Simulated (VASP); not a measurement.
A run of VASP 6.6.1:

Contents of INCAR:

```
PREC = Accurate ; ENCUT = 520
EDIFF = 1E-6 ; ISMEAR = 1
SIGMA = 0.05 ; LREAL = F
LASPH = T ; NELM = 60
ALGO = Normal ; ISIF = 2
LWAVE = F ; LCHARG = F
GGA = CA ; NBANDS = 12
```

KPOINTS

```
regular mesh
0
Gamma
  19 19 19
```

The input POSCAR:

```
Ti
1.0
    1.5820638027      1.5820638027      1.5820638027
   -1.5820638027      1.5820638027      1.5820638027
   -1.5820638027     -1.5820638027      1.5820638027
Ti
1
Direct
    0.0000000000      0.0000000000      0.0000000000
```

Potentials or basis: VASP PAW LDA potentials, release 64 (Ti_sv).

Launch:

```console
$ cat potpaw_LDA.64/Ti_sv/POTCAR > POTCAR
$ mpirun -np 1 vasp_std > vasp.out
```

Hardware: 1 thread of Intel(R) Xeon(R) Platinum 8488C (Sapphire Rapids), on a shared host.

Task: Estimate the wall time of this run.

Result: Wall time 18 s on 1 thread of Intel(R) Xeon(R) Platinum 8488C (Sapphire Rapids), on a shared host, peak memory 0.14 GiB. Counts: scf iterations 12, k points 220.
